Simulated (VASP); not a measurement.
Write the native input for VASP 6.6.1 that does the following.

| Property | Result |
| --- | --- |
| Task | single point |
| Functional | PBE |
| Potentials or basis | VASP PAW PBE potentials, release 64 (C_h, H_h, O_h) |
| Cutoff | 1000 eV |
| k mesh | 1 × 1 × 1 |
| Occupations | fermi-dirac, width 0.05 eV |
| Spin | no spin polarisation |
| Dipole correction | no |
| Further INCAR settings | LREAL = Auto; ALGO = Normal; EDIFF = 1e-06; NBANDS = 56 |

The structure of H4C2O lies in POSCAR:

```
H4C2O
1.0
    7.1137870000      0.0000000000      0.0000000000
    0.0000000000      7.1137870000      0.0000000000
    0.0000000000      0.0000000000      7.1137870000
C H O
8 16 4
Direct
    0.7603509828      0.7301453693      1.0060954361
    0.8072627340      0.8574478928      0.9040644651
    0.8404164839      0.4869825362      0.4831076199
    0.7156669710      0.6016862683      0.4726090630
    0.6157949694      0.1155085395      0.3401404770
    0.5347931414      0.1640379981      0.1978285500
    0.3406554418      0.6346509666      0.7385272937
    0.2428716249      0.7185640525      0.6274578927
    0.8442911411      0.9726867250      0.8144307269
    0.7185119997      0.6208982074      1.1017039795
    0.6010514263      0.6994541926      0.4666908985
    0.9518219321      0.3848224156      0.4958931172
    0.4651837133      0.2034429777      0.0672261495
    0.6859975020      0.0740061507      0.4682659020
    0.1624202019      0.7938754717      0.5221249129
    0.4275773424      0.5584619379      0.8353736558
    0.2751267023      0.3846253000      0.5195224362
    0.2946279494      0.2001165601      0.4047187160
    0.0923252656      0.4370038959      0.1877017924
    0.0974665639      0.5350653425     -0.0059433058
   -0.0008558151      0.9139222060      0.1994807849
    0.1572621873      0.7708415733      0.2021055665
    0.4193034884     -0.0077320176      0.8212294660
    0.3481876171      0.1555747492      0.6961612382
    0.2149580755      0.2626466579      0.4988923944
    0.1725076909      0.5129339022      0.1067387341
    0.1233200203      0.8943129852      0.2539134692
    0.4419783464      0.1240304433      0.7929555680
```

One way to write it, as run:

INCAR

```
SYSTEM = H4C2O
ALGO = Normal
EDIFF = 1E-6
ENCUT = 1000
GGA = PE
GGA_COMPAT = .False.
ISIF = 2
ISMEAR = -1
LASPH = .True.
LCHARG = .False.
LREAL = Auto
LWAVE = .False.
NBANDS = 56
NELM = 120
PREC = Accurate
SIGMA = 0.05
```

KPOINTS

```
k-points
0
Gamma
  1 1 1
  0 0 0
```

Potentials or basis: VASP PAW PBE potentials, release 64 (C_h, H_h, O_h).

The run is started by

```console
$ cat potpaw_PBE.64/C_h/POTCAR potpaw_PBE.64/H_h/POTCAR potpaw_PBE.64/O_h/POTCAR > POTCAR
$ mpirun -np 1 vasp_gam > vasp.out
```

It gave:

The pressure is 0.4 GPa and the largest force is 0.356 eV/Å.

Caveat: the k points lie up to 0.88 Å⁻¹ apart, too coarse for converged energies, forces and pressures.

Run time: 70 s on 1 thread of Intel(R) Xeon(R) 6975P-C (Granite Rapids) (shared host), peak memory 0.94 GiB.
